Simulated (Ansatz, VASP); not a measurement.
K: VASP beside Ansatz

```
K
1.0
     7.56475    0.00000    0.00000
    -3.78237    6.55126    0.00000
     0.00000    0.00000    4.49795
K
3
Direct
  0.00000 0.00000 0.00000
  0.33333 0.66667 0.50000
  0.66667 0.33333 0.50000
```

Alike in both runs: task single point; functional PBEsol; k mesh 6 × 6 × 8; occupations fermi-dirac, width 0.1 eV; no spin polarisation.

|  | VASP | Ansatz |
| --- | --- | --- |
| version | VASP 6.6.1 | Ansatz 0.2.0 |
| potentials or method | VASP PAW PBE potentials, release 64 (K_sv), cutoff 520 eV | plane waves (420 eV) with PAW, scalar-relativistic |
| valence electrons in the cell | 27 | 27 |

```tsv
	VASP	Ansatz	Ansatz less VASP
pressure (GPa)	-0.1	-0.1	+0.01
```

VASP's potentials were made for PBE, not for PBEsol, and Ansatz warns of the same on its side.
